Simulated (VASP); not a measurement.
# ZnCu (CsCl type) (Pm-3m) in VASP: notebook

Runs on ZnCu (CsCl type). Level: HSE06. Tasks: single point.

All numbers are computed with VASP 6.6.1; they aren't measurements. Logs are shortened: lines on timing, memory, paths and dates and some standing lists are left out, and cuts for length are marked.

**1. The cell of the first run**

It takes space group Pm-3m (No. 221, cubic). Conventional cell: a = 2.889 Å, b = 2.889 Å, c = 2.889 Å, α = 90.00°, β = 90.00°, γ = 90.00°. Cu (site symmetry m-3m) has 8 Zn at 2.50 Å and 6 Cu at 2.89 Å within 3.3 Å. Zn (site symmetry m-3m) has 8 Cu at 2.50 Å and 6 Zn at 2.89 Å within 3.3 Å.

**2. Single point, HSE06**

Input file POSCAR:

```
ZnCu
1.0
    2.8885888139      0.0000000000      0.0000000000
    0.0000000000      2.8885888139      0.0000000000
    0.0000000000      0.0000000000      2.8885888139
Cu Zn
1 1
Direct
    0.0000000000      0.0000000000      0.0000000000
    0.5000000000      0.5000000000      0.5000000000
```

Input file INCAR.step1:

```
ALGO = Normal ; EDIFF = 1E-5
ENCUT = 520 ; GGA = PE
ISIF = 2 ; ISMEAR = -1
LASPH = True ; LCHARG = False
LREAL = False ; LWAVE = True
NBANDS = 18 ; NELM = 60
PREC = Accurate ; SIGMA = 0.1
```

Input file INCAR.step2:

```
ALGO = Normal ; EDIFF = 1E-6
ENCUT = 520 ; GGA = PE
HFSCREEN = 0.2079 ; ISIF = 2
ISMEAR = -1 ; ISTART = 1
LASPH = True ; LCHARG = False
LHFCALC = True ; LREAL = False
LWAVE = False ; NBANDS = 18
NELM = 60 ; PREC = Accurate
PRECFOCK = Normal ; SIGMA = 0.1
```

Input file KPOINTS:

```
k-points
0
Gamma
  4 4 4
```

Potentials or basis: VASP PAW PBE potentials, release 64 (Cu, Zn).

Command:

```bash
$ cat potpaw_PBE.64/Cu/POTCAR potpaw_PBE.64/Zn/POTCAR > POTCAR
$ cp INCAR.step1 INCAR
$ mpirun -np 1 vasp_std > vasp.out
$ cp INCAR.step2 INCAR
$ mpirun -np 1 vasp_std > vasp.out
```

OUTCAR:

```text
EDIFF = 1E-6
   ENCUT = 520
   GGA = PE
   HFSCREEN = 0.2079
   ISIF = 2
   ISMEAR = -1
   ISTART = 1
   LASPH = True
   LHFCALC = True
   LREAL = False
   NELM = 60
   PREC = Accurate
   PRECFOCK = Normal

 ion  position               nearest neighbor table
   1  0.000  0.000  0.000-   2 2.50   2 2.50   2 2.50   2 2.50   2 2.50   2 2.50   2 2.50   2 2.50

   2  0.500  0.500  0.500-   1 2.50   1 2.50   1 2.50   1 2.50   1 2.50   1 2.50   1 2.50   1 2.50

  LATTYP: Found a simple cubic cell.
 ALAT       =     2.8885888139

  Lattice vectors:

 A1 = (   2.8885888139,   0.0000000000,   0.0000000000)
 A2 = (   0.0000000000,   2.8885888139,   0.0000000000)
 A3 = (   0.0000000000,   0.0000000000,   2.8885888139)

Analysis of symmetry for initial positions (statically):
=====================================================================
 Subroutine PRICEL returns:
 Original cell was already a primitive cell.

 Routine SETGRP: Setting up the symmetry group for a
 simple cubic supercell.

 Subroutine GETGRP returns: Found 48 space group operations
 (whereof 48 operations were pure point group operations)
 out of a pool of 48 trial point group operations.

The static configuration has the point symmetry O_h .

Analysis of symmetry for dynamics (positions and initial velocities):
=====================================================================
 Subroutine PRICEL returns:
 Original cell was already a primitive cell.

 Routine SETGRP: Setting up the symmetry group for a
 simple cubic supercell.

 Subroutine GETGRP returns: Found 48 space group operations
 (whereof 48 operations were pure point group operations)
 out of a pool of 48 trial point group operations.

The dynamic configuration has the point symmetry O_h .

 Subroutine INISYM returns: Found 48 space group operations
 (whereof 48 operations are pure point group operations),
 and found     1 'primitive' translations

----------------------------------------------------------------------------------------

                                     Primitive cell

  volume of cell :      24.1022

  direct lattice vectors                    reciprocal lattice vectors
     2.888588814  0.000000000  0.000000000     0.346189806  0.000000000  0.000000000
[... 74 lines left out ...]
   NSW    =      0    number of steps for IOM
   IBRION =     -1    ionic relax: 0-MD 1-quasi-New 2-CG
   NFREE  =      0    steps in history (QN), initial steepest desc. (CG)
   ISIF   =      2    stress and relaxation
   ISYM   =      3    0-nonsym 1-usesym 2-fastsym
   POTIM  = 0.5000    time-step for ionic-motion
   TEBEG  =    0.0;   TEEND  =   0.0 temperature during run
   PSTRESS=    0.0 pullay stress
   NELECT =      23.0000    total number of electrons
   NUPDOWN=      -1.0000    fix difference up-down
   EMIN   =  10.00;   EMAX   =-10.00  energy-range for DOS
   EFERMI =   0.00;   METHOD = LEGACY
   ISMEAR =    -1;   SIGMA  =   0.10  broadening in eV -4-tet -1-fermi 0-gaus
   EFERMI_NEDOS =   21; number of points for ismear=-14 and -15
   IALGO  =     38    algorithm
   IMIX   =      1    mixing-type and parameters
     AMIX     =   0.40;   BMIX     =  1.00
     AMIX_MAG =   1.60;   BMIX_MAG =  1.00
  volume/ion in A,a.u.               =      12.05        81.32
  Fermi-wavevector in a.u.,A,eV,Ry     =   1.611753  3.045771 35.344487  2.597747
  Thomas-Fermi vector in A             =   2.707092
   LORBIT       =      0    0 simple, 1 ext, 2 COOP (PROOUT), +10 PAW based schemes
   GGA     = PE    functional components
   LHFCALC =     T    Hartree Fock is set to
   PRECFOCK=normal    Normal, Fast or Accurate (Low or Medium for compatibility)
   ENCUT4O =  -1.0   cutoff for four orbital integrals eV
   NKREDX  =     1    reduce k-point grid by
   NKREDY  =     1    reduce k-point grid by
   NKREDZ  =     1    reduce k-point grid by
   AEXX    =    0.2500 exact exchange contribution
   HFSCREEN=    0.2079 screening length (either q_TF or 0.3 A-1)
   HFSCREENC=   0.2079 screening length for correlation (either q_TF or 0.3 A-1)
   ENCUTFOCK=  -1.0 apply spherical cutoff to Coloumb kernel
   IVDW    =     0    specifies the selected vdW correction
   LEPSILON=     F    determine dielectric tensor
   LRPA    =     F    only Hartree local field effects (RPA)
 non-spin polarized calculation
  energy-cutoff  :      520.00
  volume of cell :       24.10
 maximum number of plane-waves:       672
 NGX is ok and might be reduce to    24
  NGX = 18; NGY = 18; NGZ = 18

 number of electron      22.9999981 magnetization

 Free energy of the ion-electron system (eV)
  ---------------------------------------------------
  ext. energy  EPLUGINS =         0.00000000
  ---------------------------------------------------
  free energy    TOTEN  =        -5.20723554 eV

  energy without entropy =       -5.18613744  energy(sigma->0) =       -5.19668649

 E-fermi :   6.2784     XC(G=0): -10.3267

 val. band max:        6.1685046807   @ k =   0.5000   0.5000   0.2500
 cond. band min:       7.2791812825   @ k =   0.2500   0.0000   0.0000
 fundamental gap:      1.1106766018
 Fermi energy:         6.2783535449

 k-point     1 :       0.0000    0.0000    0.0000
  band No.  band energies     occupation
      1      -6.0877      2.00000
      2      -4.3295      2.00000
      3      -4.3295      2.00000
      4      -3.5220      2.00000
      5      -3.5220      2.00000
      6      -3.5220      2.00000
[... 187 lines left out ...]
      5      -3.1992      2.00000
      6      -0.0238      2.00000
[... 10 lines left out ...]
     17      11.2590      0.00000
     18      13.9008      0.00000

------------------------ aborting loop because EDIFF is reached ----------------------------------------

  FORCE on cell =-STRESS in cart. coord.  units (eV):
  Direction    XX          YY          ZZ          XY          YZ          ZX
  --------------------------------------------------------------------------------------
  -------------------------------------------------------------------------------------
  Total        1.4240121      1.4240121      1.4240121     -0.0000000     -0.0000000     -0.0000000
  in kB       94.6601273     94.6601273     94.6601273     -0.0000000     -0.0000000     -0.0000000
  external PRESSURE =      94.6601273 kB  Pullay stress =       0.0000000 kB

 VOLUME and BASIS-vectors are now :
 -----------------------------------------------------------------------------
  energy-cutoff  :      520.00
  volume of cell :       24.10
      direct lattice vectors                 reciprocal lattice vectors
     2.888588814  0.000000000  0.000000000     0.346189806  0.000000000  0.000000000
     0.000000000  2.888588814  0.000000000     0.000000000  0.346189806  0.000000000
     0.000000000  0.000000000  2.888588814     0.000000000  0.000000000  0.346189806

 POSITION                                       TOTAL-FORCE (eV/Angst)
 -----------------------------------------------------------------------------------
      0.00000      0.00000      0.00000         0.000000      0.000000      0.000000
      1.44429      1.44429      1.44429         0.000000      0.000000      0.000000
 -----------------------------------------------------------------------------------
    total drift:                                0.000002      0.000002      0.000002

  FREE ENERGIE OF THE ION-ELECTRON SYSTEM (eV)
  ---------------------------------------------------
  free  energy   TOTEN  =        -5.2072355432 eV

  energy  without entropy=       -5.1861374437  energy(sigma->0) =       -5.19668649
```

OUTCAR.step1:

```text
EDIFF = 1E-5
   ENCUT = 520
   GGA = PE
   ISIF = 2
   ISMEAR = -1
[... 415 lines left out ...]
 -----------------------------------------------------------------------------------
      0.00000      0.00000      0.00000         0.000000      0.000000      0.000000
      1.44429      1.44429      1.44429         0.000000      0.000000      0.000000
 -----------------------------------------------------------------------------------
    total drift:                                0.000000      0.000000     -0.000000

  FREE ENERGIE OF THE ION-ELECTRON SYSTEM (eV)
  ---------------------------------------------------
  free  energy   TOTEN  =        -5.0182429016 eV

  energy  without entropy=       -4.9965660478  energy(sigma->0) =       -5.00740447
```

It took 8.4 min on 1 thread of AMD EPYC 7R13, shared host; peak memory 0.22 GiB.

Results:

```yaml
Free_energy: -5.2072 eV
Pressure: 9.5 GPa
Band_gap_on_the_k_mesh: zero (an odd number of electrons rules out a gap without spin polarisation)
```

Caveat: the k points lie up to 0.54 Å⁻¹ apart, too coarse for converged energies and pressures of a metal; the PAW data sets were made with another functional, which shifts forces and pressure a little.

**3. Single point, HSE06**

This run uses another cell than the first one, of 12.44 Å³/atom.

Input file POSCAR:

```
ZnCu
1.0
    2.9196512903      0.0000000000      0.0000000000
    0.0000000000      2.9196512903      0.0000000000
    0.0000000000      0.0000000000      2.9196512903
Cu Zn
1 1
Direct
    0.0000000000      0.0000000000      0.0000000000
    0.5000000000      0.5000000000      0.5000000000
```

Input file INCAR.step1:

```
SYSTEM = ZnCu
PREC     = Accurate       ! precision mode
ENCUT    = 520            ! plane-wave cutoff, eV
EDIFF    = 1E-5           ! SCF threshold, eV
ISMEAR   = -1             ! smearing method
SIGMA    = 0.1            ! smearing width, eV
LREAL    = .False.        ! projectors in reciprocal space
LASPH    = .True.         ! aspherical terms in the spheres
NELM     = 80             ! most SCF steps
ALGO     = Normal         ! electronic algorithm
ISIF     = 2              ! what is computed and relaxed
LWAVE    = .True.         ! write WAVECAR
NBANDS   = 18             ! bands
GGA      = PE             ! functional
```

Input file INCAR.step2:

```
SYSTEM = ZnCu
PREC     = Accurate       ! precision mode
ENCUT    = 520            ! plane-wave cutoff, eV
EDIFF    = 1E-7           ! SCF threshold, eV
ISMEAR   = -1             ! smearing method
SIGMA    = 0.1            ! smearing width, eV
LREAL    = .False.        ! projectors in reciprocal space
LASPH    = .True.         ! aspherical terms in the spheres
NELM     = 80             ! most SCF steps
ALGO     = Normal         ! electronic algorithm
ISIF     = 2              ! what is computed and relaxed
LWAVE    = .False.        ! write WAVECAR
LCHARG   = .True.         ! write CHGCAR
GGA      = PE             ! functional
LHFCALC  = .True.         ! exact exchange
HFSCREEN = 0.2079         ! screening, 1/A
PRECFOCK = Normal       
LELF     = .True.         ! ELF
LVHAR    = .True.       
NBANDS   = 18             ! bands
ISTART   = 1
```

Input file KPOINTS:

```
Automatic mesh
0
Gamma
  4 4 4
  0 0 0
```

Potentials or basis: VASP PAW PBE potentials, release 64 (Cu, Zn).

Command:

```bash
$ cat potpaw_PBE.64/Cu/POTCAR potpaw_PBE.64/Zn/POTCAR > POTCAR
$ cp INCAR.step1 INCAR
$ mpirun -np 1 vasp_std > vasp.out
$ cp INCAR.step2 INCAR
$ mpirun -np 1 vasp_std > vasp.out
```

OUTCAR:

```text
SYSTEM = ZnCu
   PREC = Accurate
   ENCUT = 520
   EDIFF = 1E-7
   ISMEAR = -1
   LREAL = .False.
   LASPH = .True.
   NELM = 80
   ISIF = 2
   GGA = PE
   LHFCALC = .True.
   HFSCREEN = 0.2079
   PRECFOCK = Normal
   ISTART = 1

 ion  position               nearest neighbor table
   1  0.000  0.000  0.000-   2 2.53   2 2.53   2 2.53   2 2.53   2 2.53   2 2.53   2 2.53   2 2.53

   2  0.500  0.500  0.500-   1 2.53   1 2.53   1 2.53   1 2.53   1 2.53   1 2.53   1 2.53   1 2.53

  LATTYP: Found a simple cubic cell.
 ALAT       =     2.9196512903

  Lattice vectors:

 A1 = (   2.9196512903,   0.0000000000,   0.0000000000)
 A2 = (   0.0000000000,   2.9196512903,   0.0000000000)
 A3 = (   0.0000000000,   0.0000000000,   2.9196512903)

Analysis of symmetry for initial positions (statically):
=====================================================================
 Subroutine PRICEL returns:
 Original cell was already a primitive cell.

 Routine SETGRP: Setting up the symmetry group for a
 simple cubic supercell.

 Subroutine GETGRP returns: Found 48 space group operations
 (whereof 48 operations were pure point group operations)
 out of a pool of 48 trial point group operations.

The static configuration has the point symmetry O_h .

Analysis of symmetry for dynamics (positions and initial velocities):
=====================================================================
 Subroutine PRICEL returns:
 Original cell was already a primitive cell.

 Routine SETGRP: Setting up the symmetry group for a
 simple cubic supercell.

 Subroutine GETGRP returns: Found 48 space group operations
 (whereof 48 operations were pure point group operations)
 out of a pool of 48 trial point group operations.

The dynamic configuration has the point symmetry O_h .

 Subroutine INISYM returns: Found 48 space group operations
[... 104 lines left out ...]
  Fermi-wavevector in a.u.,A,eV,Ry     =   1.594605  3.013367 34.596420  2.542765
  Thomas-Fermi vector in A             =   2.692653
   LORBIT       =      0    0 simple, 1 ext, 2 COOP (PROOUT), +10 PAW based schemes
   GGA     = PE    functional components
   LHFCALC =     T    Hartree Fock is set to
   PRECFOCK=normal    Normal, Fast or Accurate (Low or Medium for compatibility)
   ENCUT4O =  -1.0   cutoff for four orbital integrals eV
   NKREDX  =     1    reduce k-point grid by
   NKREDY  =     1    reduce k-point grid by
   NKREDZ  =     1    reduce k-point grid by
   AEXX    =    0.2500 exact exchange contribution
   HFSCREEN=    0.2079 screening length (either q_TF or 0.3 A-1)
   HFSCREENC=   0.2079 screening length for correlation (either q_TF or 0.3 A-1)
   ENCUTFOCK=  -1.0 apply spherical cutoff to Coloumb kernel
   IVDW    =     0    specifies the selected vdW correction
   LEPSILON=     F    determine dielectric tensor
   LRPA    =     F    only Hartree local field effects (RPA)
 non-spin polarized calculation
  energy-cutoff  :      520.00
  volume of cell :       24.89
 maximum number of plane-waves:       691
 NGX is ok and might be reduce to    24
  NGX = 18; NGY = 18; NGZ = 18

 number of electron      22.9999986 magnetization

 Free energy of the ion-electron system (eV)
  ---------------------------------------------------
  ext. energy  EPLUGINS =         0.00000000
  ---------------------------------------------------
  free energy    TOTEN  =        -5.24309996 eV

  energy without entropy =       -5.22199462  energy(sigma->0) =       -5.23254729

 E-fermi :   5.9764     XC(G=0): -10.1873

 val. band max:        5.8665793897   @ k =   0.5000   0.5000   0.2500
 cond. band min:       6.9195839171   @ k =   0.2500   0.0000   0.0000
 fundamental gap:      1.0530045273
 Fermi energy:         5.9764171432

 k-point     1 :       0.0000    0.0000    0.0000
  band No.  band energies     occupation
      1      -6.1236      2.00000
      2      -4.5312      2.00000
      3      -4.5312      2.00000
      4      -3.7827      2.00000
      5      -3.7827      2.00000
      6      -3.7827      2.00000
[... 187 lines left out ...]
      5      -3.4837      2.00000
      6      -0.1799      2.00000
[... 10 lines left out ...]
     17      10.6817      0.00000
     18      13.3074      0.00000

------------------------ aborting loop because EDIFF is reached ----------------------------------------

  FORCE on cell =-STRESS in cart. coord.  units (eV):
  Direction    XX          YY          ZZ          XY          YZ          ZX
  --------------------------------------------------------------------------------------
  -------------------------------------------------------------------------------------
  Total        0.7523631      0.7523631      0.7523631     -0.0000000     -0.0000000     -0.0000000
  in kB       48.4334170     48.4334170     48.4334170     -0.0000000     -0.0000000     -0.0000000
  external PRESSURE =      48.4334170 kB  Pullay stress =       0.0000000 kB

 VOLUME and BASIS-vectors are now :
 -----------------------------------------------------------------------------
  energy-cutoff  :      520.00
  volume of cell :       24.89
      direct lattice vectors                 reciprocal lattice vectors
     2.919651290  0.000000000  0.000000000     0.342506656  0.000000000  0.000000000
     0.000000000  2.919651290  0.000000000     0.000000000  0.342506656  0.000000000
     0.000000000  0.000000000  2.919651290     0.000000000  0.000000000  0.342506656

 POSITION                                       TOTAL-FORCE (eV/Angst)
 -----------------------------------------------------------------------------------
      0.00000      0.00000      0.00000         0.000000      0.000000      0.000000
      1.45983      1.45983      1.45983         0.000000      0.000000      0.000000
 -----------------------------------------------------------------------------------
    total drift:                                0.000003      0.000003      0.000003

  FREE ENERGIE OF THE ION-ELECTRON SYSTEM (eV)
  ---------------------------------------------------
  free  energy   TOTEN  =        -5.2430999559 eV

  energy  without entropy=       -5.2219946226  energy(sigma->0) =       -5.23254729
```

OSZICAR.step1:

```text
N       E                     dE             d eps       ncg     rms          rms(c)
DAV:   1     0.105234519925E+03    0.10523E+03   -0.11742E+04   432   0.215E+03
DAV:   2    -0.224466073591E+01   -0.10748E+03   -0.10323E+03   360   0.285E+02
DAV:   3    -0.608479552449E+01   -0.38401E+01   -0.38225E+01   406   0.687E+01
DAV:   4    -0.611567706636E+01   -0.30882E-01   -0.30874E-01   420   0.571E+00
DAV:   5    -0.611613835011E+01   -0.46128E-03   -0.46127E-03   394   0.698E-01    0.959E+00
DAV:   6    -0.589307652739E+01    0.22306E+00   -0.14186E+01   382   0.855E+01    0.566E+00
DAV:   7    -0.506960895342E+01    0.82347E+00   -0.30131E+00   378   0.774E+01    0.241E+00
DAV:   8    -0.506593149430E+01    0.36775E-02   -0.11551E-01   454   0.414E+00    0.126E+00
DAV:   9    -0.505743106521E+01    0.85004E-02   -0.97458E-03   414   0.212E+00    0.717E-02
DAV:  10    -0.505740724191E+01    0.23823E-04   -0.95018E-04   552   0.701E-01    0.597E-02
DAV:  11    -0.505738562126E+01    0.21621E-04   -0.14068E-04   410   0.334E-01    0.798E-03
DAV:  12    -0.505738463274E+01    0.98852E-06   -0.65136E-06   204   0.443E-02
   1 F= -.50573846E+01 E0= -.50464112E+01  d E =-.219468E-01
```

Wall time 8.2 min (1 thread of AMD EPYC 7R13, shared host); peak memory 0.22 GiB.

What came out:

```
Free energy            : -5.2431 eV
Pressure               : 4.8 GPa
Band gap on the k mesh : zero (an odd number of electrons rules out a gap without spin polarisation)
```

Levels at points of the mesh, in eV from the Fermi level:
```
           k point  band 9  band 10  band 11  band 12  band 13  band 14
(0.00, 0.00, 0.00)   -4.49    -4.49    -4.49     6.87     6.87     6.87
(0.50, 0.00, 0.00)   -5.10    -5.10    -4.58    -3.35    12.78    12.78
(0.50, 0.50, 0.00)   -4.68    -4.26    -2.58    -2.58     1.89     2.39
(0.50, 0.50, 0.50)   -4.24    -4.24     4.49     4.49     4.49     4.70
```

Caveat: the k points lie up to 0.54 Å⁻¹ apart, too coarse for converged energies and pressures of a metal; the PAW data sets were made with another functional, which shifts forces and pressure a little.

(Continued in part 2 of 2.)

The gap in the log of VASP goes by the Fermi energy; the results here count the filled bands.